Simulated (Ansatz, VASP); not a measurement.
**BaO: VASP beside Ansatz**

```xyz
8
Lattice="3.8891 0.0000 0.0000 0.0000 3.8891 0.0000 0.0000 0.0000 23.2500" Properties=species:S:1:pos:R:3 pbc="T T T"
Ba    1.9445    1.9445    7.5000
Ba    0.0000    0.0000   10.2500
Ba    1.9445    1.9445   13.0000
Ba    0.0000    0.0000   15.7500
O     0.0000    0.0000    7.5000
O     1.9445    1.9445   10.2500
O     0.0000    0.0000   13.0000
O     1.9445    1.9445   15.7500
```

Alike in both runs: task single point; functional PBE; k mesh 7 × 7 × 1; occupations fermi-dirac, width 0.05 eV; no spin polarisation.

|  | VASP | Ansatz |
| --- | --- | --- |
| version | VASP 6.6.1 | Ansatz 0.2.0 |
| potentials or method | VASP PAW PBE potentials, release 64 (Ba_sv, O) | Ansatz PAW |
| plane-wave cutoff (eV) | 520 | 420 |
| valence electrons in the cell | 64 | 64 |

|  | VASP | Ansatz | Ansatz less VASP |
| --- | --- | --- | --- |
| gap on the k mesh at the Fermi level (eV) | 1.89 | 1.99 | +0.105 |
| least direct gap on the mesh (eV) | 2.02 | 2.18 | +0.162 |
| rms of the force components (eV/Å) | 0.227 | 0.219 | -0.0074 |

The functional is the same, so the differences come from potentials, cutoffs and numerics.

Spin-orbit coupling is off throughout. Noted on Ansatz's run: odd divisions of the mesh miss points on the zone boundary, where band edges often lie, so the gap on the mesh can be too wide.
